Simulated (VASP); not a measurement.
# W (Cmme) in VASP: single point with PBE

Aim: the single point of W with PBE.

All numbers are computed with VASP 6.6.1; they aren't measurements. Logs are shortened: lines on timing, memory, paths and dates and some standing lists are left out, and cuts for length are marked.

## (1) The cell of the first run

Symmetry: Cmme, No. 67, orthorhombic system. Conventional cell: a = 3.195 Å, b = 4.518 Å, c = 8.886 Å, α = 90.00°, β = 90.00°, γ = 90.00°. Within 3.5 Å of W (site symmetry mm2) lie 14 W at 2.65 to 3.19 Å. Within 3.6 Å of W (site symmetry mm2) lie 14 W at 2.77 to 3.19 Å.

## (2) Single point, PBE (the distance across one plane changed)

The input, INCAR:

```
SYSTEM = W
  PREC = Accurate
  ENCUT = 520
  EDIFF = 1E-7
  ISMEAR = 0
  SIGMA = 0.15
  LREAL = .False.
  LASPH = .True.
  NELM = 60
  ALGO = Fast
  ISIF = 2
  LWAVE = .False.
  LCHARG = .False.
  GGA = PE
  NBANDS = 36
```

The input, KPOINTS:

```
Automatic mesh
0
Gamma
  18 18 5
  0 0 0
```

The input, POSCAR:

```
W
1.0
   -1.5973000000      1.5973000000     -1.5973000000
   -1.5973000000     -1.5973000000      1.5973000000
    0.0000000000      6.2831339828      6.2831339828
W
4
Direct
    0.0000000000      0.0000000000      0.8897709352
    0.5000000000      0.5000000000      0.1271101336
    0.0000000000      0.0000000000      0.3813304008
    0.5000000000      0.5000000000      0.6355506680
```

Potentials or basis: VASP PAW PBE potentials, release 64 (W_sv).

On the command line:

```bash
$ cat potpaw_PBE.64/W_sv/POTCAR > POTCAR
$ mpirun -np 1 vasp_std > vasp.out
```

OUTCAR:

```text
SYSTEM = W
   PREC = Accurate
   ENCUT = 520
   EDIFF = 1E-7
   ISMEAR = 0
   LREAL = .False.
   LASPH = .True.
   NELM = 60
   ISIF = 2
   GGA = PE

 ion  position               nearest neighbor table
   1  0.000  0.000  0.890-   2 2.65   2 2.65   4 2.77   4 2.77   2 3.09   2 3.09   4 3.19   4 3.19

   2  0.500  0.500  0.127-   1 2.65   1 2.65   3 2.77   3 2.77   1 3.09   1 3.09   3 3.19   3 3.19

   3  0.000  0.000  0.381-   4 2.77   4 2.77   2 2.77   2 2.77   4 3.19   4 3.19   2 3.19   2 3.19

   4  0.500  0.500  0.636-   1 2.77   3 2.77   1 2.77   3 2.77   1 3.19   3 3.19   1 3.19   3 3.19

  LATTYP: Found a base centered orthorhombic cell.
 ALAT       =     3.1946000000
 B/A-ratio  =     1.4142135624
 C/A-ratio  =     2.7814728895

  Lattice vectors:

 A1 = (  -1.5973000000,   1.5973000000,  -1.5973000000)
 A2 = (  -1.5973000000,  -1.5973000000,   1.5973000000)
 A3 = (   0.0000000000,   6.2831339828,   6.2831339828)

Analysis of symmetry for initial positions (statically):
=====================================================================
 Subroutine PRICEL returns:
 Original cell was already a primitive cell.

 Routine SETGRP: Setting up the symmetry group for a
 base centered orthorhombic supercell.

 Subroutine GETGRP returns: Found  8 space group operations
 (whereof  4 operations were pure point group operations)
 out of a pool of  8 trial point group operations.

The static configuration has the point symmetry C_2v.
 The point group associated with its full space group is D_2h.

Analysis of symmetry for dynamics (positions and initial velocities):
=====================================================================
 Subroutine PRICEL returns:
 Original cell was already a primitive cell.

 Routine SETGRP: Setting up the symmetry group for a
 base centered orthorhombic supercell.

 Subroutine GETGRP returns: Found  8 space group operations
 (whereof  4 operations were pure point group operations)
 out of a pool of  8 trial point group operations.

The dynamic configuration has the point symmetry C_2v.
 The point group associated with its full space group is D_2h.

 Subroutine INISYM returns: Found  8 space group operations
 (whereof  4 operations are pure point group operations),
 and found     1 'primitive' translations

----------------------------------------------------------------------------------------

                                     Primitive cell

  volume of cell :      64.1223

  direct lattice vectors                    reciprocal lattice vectors
    -1.597300000  1.597300000 -1.597300000    -0.313028235  0.156514118 -0.156514118
    -1.597300000 -1.597300000  1.597300000    -0.313028235 -0.156514118  0.156514118
     0.000000000  6.283133983  6.283133983     0.000000000  0.079578122  0.079578122

  length of vectors
     2.766604755  2.766604755  8.885693293     0.383379726  0.383379726  0.112540459

  position of ions in fractional coordinates (direct lattice)
     0.000000000  0.000000000  0.889770935
     0.500000000  0.500000000  0.127110134
     0.000000000  0.000000000  0.381330401
     0.500000000  0.500000000  0.635550668

  ion indices of the primitive-cell ions
   primitive index   ion index
                 1           1
                 2           2
                 3           3
                 4           4

----------------------------------------------------------------------------------------

 KPOINTS: Automatic mesh

Automatic generation of k-mesh.
 Grid dimensions read from file:
 generate k-points for:   18   18    5

 Generating k-lattice:

  Cartesian coordinates                     Fractional coordinates (reciprocal lattice)
    -0.017390458  0.008695229 -0.008695229     0.055555556  0.000000000  0.000000000
    -0.017390458 -0.008695229  0.008695229     0.000000000  0.055555556  0.000000000
     0.000000000  0.015915624  0.015915624     0.000000000  0.000000000  0.200000000

  Length of vectors
     0.021298874  0.021298874  0.022508092

  Shift w.r.t. Gamma in fractional coordinates (k-lattice)
     0.000000000  0.000000000  0.000000000

 Subroutine IBZKPT returns following result:
 ===========================================

 Found    273 irreducible k-points:

 Following reciprocal coordinates:
            Coordinates               Weight
  0.000000  0.000000  0.000000      1.000000
  0.055556  0.000000  0.000000      4.000000
  0.111111  0.000000  0.000000      4.000000
  0.166667  0.000000  0.000000      4.000000
  0.222222  0.000000  0.000000      4.000000
  0.277778  0.000000  0.000000      4.000000
[... 16 lines left out ...]
 -0.277778  0.055556  0.000000      4.000000
 -0.222222  0.055556  0.000000      4.000000
 [... further k-points ...]
   k-points           NKPTS =    273   k-points in BZ     NKDIM =    273   number of bands    NBANDS=     36
   number of dos      NEDOS =    301   number of ions     NIONS =      4
   total plane-waves  NPLWV =  40320
   dimension x,y,z NGX =    24 NGY =   24 NGZ =   70
   dimension x,y,z NGXF=    48 NGYF=   48 NGZF=  140
   ions per type =               4
   NGX,Y,Z   is equivalent  to a cutoff of  14.42, 14.42, 13.10 a.u.
   NGXF,Y,Z  is equivalent  to a cutoff of  28.84, 28.84, 26.19 a.u.
 SYSTEM =  W
   PREC   = accura    normal or accurate (medium, high low for compatibility)
   ISTART =      0    job   : 0-new  1-cont  2-samecut
   ICHARG =      2    charge: 1-file 2-atom 10-const
   ISPIN  =      1    spin polarized calculation?
   LNONCOLLINEAR =      F non collinear calculations
   LSORBIT =      F    spin-orbit coupling
   LASPH  =      T    aspherical Exc in radial PAW
   ENCUT  =  520.0 eV  38.22 Ry    6.18 a.u.   5.14  5.14 16.52*2*pi/ulx,y,z
   NELM   =     60;   NELMIN=  2; NELMDL= -5     # of ELM steps
   EDIFF  = 0.1E-06   stopping-criterion for ELM
   LREAL  =      F    real-space projection
   EDIFFG = 0.1E-05   stopping-criterion for IOM
   NSW    =      0    number of steps for IOM
   IBRION =     -1    ionic relax: 0-MD 1-quasi-New 2-CG
   NFREE  =      0    steps in history (QN), initial steepest desc. (CG)
   ISIF   =      2    stress and relaxation
   ISYM   =      2    0-nonsym 1-usesym 2-fastsym
   POTIM  = 0.5000    time-step for ionic-motion
   TEBEG  =    0.0;   TEEND  =   0.0 temperature during run
   PSTRESS=    0.0 pullay stress
   NELECT =      56.0000    total number of electrons
   NUPDOWN=      -1.0000    fix difference up-down
   EMIN   =  10.00;   EMAX   =-10.00  energy-range for DOS
   EFERMI =   0.00;   METHOD = LEGACY
   ISMEAR =     0;   SIGMA  =   0.15  broadening in eV -4-tet -1-fermi 0-gaus
   EFERMI_NEDOS =   21; number of points for ismear=-14 and -15
   IALGO  =     68    algorithm
   IMIX   =      4    mixing-type and parameters
     AMIX     =   0.40;   BMIX     =  1.00
     AMIX_MAG =   1.60;   BMIX_MAG =  1.00
  volume/ion in A,a.u.               =      16.03       108.18
  Fermi-wavevector in a.u.,A,eV,Ry     =   1.564832  2.957104 33.316579  2.448699
  Thomas-Fermi vector in A             =   2.667398
   LORBIT       =      0    0 simple, 1 ext, 2 COOP (PROOUT), +10 PAW based schemes
   GGA     = PE    functional components
   LHFCALC =     F    Hartree Fock is set to
   AEXX    =    0.0000 exact exchange contribution
   IVDW    =     0    specifies the selected vdW correction
   LEPSILON=     F    determine dielectric tensor
   LRPA    =     F    only Hartree local field effects (RPA)
 non-spin polarized calculation
 RMM-DIIS sequential band-by-band and
 Gauss-broadening in eV      SIGMA  =   0.15
  energy-cutoff  :      520.00
  volume of cell :       64.12
 maximum number of plane-waves:      1762
 NGX is ok and might be reduce to    24
   NGX = 11   NGY = 11   NGZ = 33

 number of electron      55.9999997 magnetization

 Free energy of the ion-electron system (eV)
  ---------------------------------------------------
  ext. energy  EPLUGINS =         0.00000000
  ---------------------------------------------------
  free energy    TOTEN  =       -51.72525119 eV

  energy without entropy =      -51.70278173  energy(sigma->0) =      -51.71401646

 E-fermi :  11.2832     XC(G=0): -13.5743

 val. band max:       11.2813069540   @ k =  -0.2778   0.2778   0.2000
 cond. band min:      11.2959554584   @ k =  -0.3333   0.2778   0.4000
 fundamental gap:      0.0146485044
 Fermi energy:        11.2832393404

 k-point     1 :       0.0000    0.0000    0.0000
  band No.  band energies     occupation
      1     -62.9226      2.00000
      2     -62.8579      2.00000
      3     -62.8482      2.00000
      4     -62.7506      2.00000
      5     -27.7584      2.00000
      6     -27.1914      2.00000
[... 28 lines left out ...]
     35      13.5153      0.00000
     36      13.6083      0.00000

 k-point     2 :       0.0556    0.0000    0.0000
  band No.  band energies     occupation
      1     -62.9199      2.00000
      2     -62.8563      2.00000
      3     -62.8461      2.00000
      4     -62.7498      2.00000
      5     -27.7465      2.00000
      6     -27.2013      2.00000
[... 28 lines left out ...]
     35      13.3791      0.00000
     36      13.6508      0.00000

 k-point     3 :       0.1111    0.0000    0.0000
  band No.  band energies     occupation
      1     -62.9123      2.00000
      2     -62.8519      2.00000
      3     -62.8398      2.00000
      4     -62.7475      2.00000
      5     -27.7115      2.00000
      6     -27.2321      2.00000
[... 28 lines left out ...]
     35      13.4897      0.00000
     36      13.7021      0.00000

 k-point     4 :       0.1667    0.0000    0.0000
  band No.  band energies     occupation
      1     -62.9004      2.00000
      2     -62.8451      2.00000
      3     -62.8300      2.00000
      4     -62.7443      2.00000
      5     -27.6553      2.00000
      6     -27.2863      2.00000
[... 28 lines left out ...]
     35      13.7938      0.00000
     36      14.0368      0.00000

 k-point     5 :       0.2222    0.0000    0.0000
  band No.  band energies     occupation
      1     -62.8854      2.00000
      2     -62.8370      2.00000
      3     -62.8174      2.00000
      4     -62.7410      2.00000
      5     -27.5824      2.00000
      6     -27.3631      2.00000
[... 655 lines left out ...]
 k-point    22 :      -0.3333    0.0556    0.0000
  band No.  band energies     occupation
      1     -62.8570      2.00000
      2     -62.8196      2.00000
      3     -62.7920      2.00000
      4     -62.7307      2.00000
      5     -27.5439      2.00000
      6     -27.5226      2.00000
[... 28 lines left out ...]
     35      14.1989      0.00000
     36      14.5122      0.00000

 k-point    23 :      -0.2778    0.0556    0.0000
  band No.  band energies     occupation
      1     -62.8732      2.00000
      2     -62.8271      2.00000
      3     -62.8059      2.00000
      4     -62.7325      2.00000
      5     -27.5453      2.00000
      6     -27.4029      2.00000
[... 28 lines left out ...]
     35      14.3030      0.00000
     36      14.3384      0.00000

 k-point    24 :      -0.2222    0.0556    0.0000
  band No.  band energies     occupation
      1     -62.8889      2.00000
      2     -62.8356      2.00000
      3     -62.8192      2.00000
      4     -62.7361      2.00000
      5     -27.6190      2.00000
      6     -27.3087      2.00000
[... 28 lines left out ...]
     35      13.7064      0.00000
     36      13.9642      0.00000

 [... further k-points ...]
[... 5 lines left out ...]
  --------------------------------------------------------------------------------------
  -------------------------------------------------------------------------------------
  Total        0.5316095      1.6599345      1.6599345      0.0000000      1.0309304      0.0000000
  in kB       13.2829354     41.4755585     41.4755585      0.0000000     25.7590960      0.0000000
  external PRESSURE =      32.0780174 kB  Pullay stress =       0.0000000 kB

 VOLUME and BASIS-vectors are now :
 -----------------------------------------------------------------------------
  energy-cutoff  :      520.00
  volume of cell :       64.12
      direct lattice vectors                 reciprocal lattice vectors
    -1.597300000  1.597300000 -1.597300000    -0.313028235  0.156514118 -0.156514118
    -1.597300000 -1.597300000  1.597300000    -0.313028235 -0.156514118  0.156514118
     0.000000000  6.283133983  6.283133983     0.000000000  0.079578122  0.079578122

 POSITION                                       TOTAL-FORCE (eV/Angst)
 -----------------------------------------------------------------------------------
      0.00000      5.59055      5.59055        -0.000000     -1.057028     -1.057028
     -1.59730      0.79865      0.79865         0.000000      1.057028      1.057028
      0.00000      2.39595      2.39595        -0.000000      0.051865      0.051865
     -1.59730      3.99325      3.99325        -0.000000     -0.051865     -0.051865
 -----------------------------------------------------------------------------------
    total drift:                                0.000000      0.000010      0.000010

  FREE ENERGIE OF THE ION-ELECTRON SYSTEM (eV)
  ---------------------------------------------------
  free  energy   TOTEN  =       -51.7252511869 eV

  energy  without entropy=      -51.7027817305  energy(sigma->0) =      -51.71401646
```

Wall time 5.9 min (1 thread of Intel Xeon 6975P-C (Granite Rapids), shared host); peak memory 0.53 GiB.

What came out:

```
Free energy            : -51.7253 eV
Pressure               : 3.2 GPa
Largest force          : 1.495 eV/Å
Band gap on the k mesh : zero (bands 28 and 29 overlap by 3.09 eV)
```

Forces on the atoms (eV/Å):
```
W    0.000 -1.057 -1.057
W    0.000  1.057  1.057
W    0.000  0.052  0.052
W    0.000 -0.052 -0.052
```

Caveat: the cell differs from its parent crystal (the distance across one plane changed); the cell stands under pressure; spin-orbit coupling is left out, which moves the levels of the heavy elements; forces of over 1 eV/Å act on the atoms, so gaps and moduli don't describe the material at rest.
